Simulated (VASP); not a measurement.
Set up this calculation in VASP 6.6.1, as the native input.

```
Task                   : single point
Functional             : PBE
Potentials or basis    : VASP PAW PBE potentials, release 64 (Nb_sv, As)
Cutoff                 : 520 eV
k mesh                 : 6 × 6 × 6
Occupations            : fermi-dirac, width 0.05 eV
Spin                   : no spin polarisation
Dipole correction      : no
Further INCAR settings : ALGO = Normal; EDIFF = 1e-07; NBANDS = 26
```

The structure of NbAs lies in POSCAR:

```
NbAs
1.0
   -1.7258500000      1.7258500000      5.8400000000
    1.7258500000     -1.7258500000      5.8400000000
    1.7258500000      1.7258500000     -5.8400000000
Nb As
2 2
Direct
    0.5000000000      0.0000000000      0.5000000000
    0.7500000000      0.7500000000      0.0000000000
    0.9160000000      0.4160000000      0.5000000000
    0.1660000000      0.1660000000      0.0000000000
```

The input as run:

INCAR

```
SYSTEM = NbAs
  ALGO = Normal
  EDIFF = 1E-7
  ENCUT = 520
  GGA = PE
  ISIF = 2
  ISMEAR = -1
  LASPH = .True.
  LCHARG = .True.
  LELF = .True.
  LREAL = .False.
  LVHAR = .True.
  LWAVE = .False.
  NBANDS = 26
  NELM = 100
  PREC = Accurate
  SIGMA = 0.05
```

KPOINTS

```
k-points
0
Gamma
  6 6 6
  0 0 0
```

Potentials or basis: VASP PAW PBE potentials, release 64 (Nb_sv, As).

Command:

```sh
$ cat potpaw_PBE.64/Nb_sv/POTCAR potpaw_PBE.64/As/POTCAR > POTCAR
$ mpirun -np 1 vasp_std > vasp.out
```

Results of the run:

```json
{"Pressure": "3.4 GPa", "Largest force": "0.291 eV/Å", "Band gap on the k mesh": "0.05 eV, direct"}
```

Caveat: the k points lie up to 0.43 Å⁻¹ apart.

Wall time 89 s on 1 thread of Intel(R) Xeon(R) Platinum 8488C (Sapphire Rapids), on a shared host, peak memory 0.33 GiB.
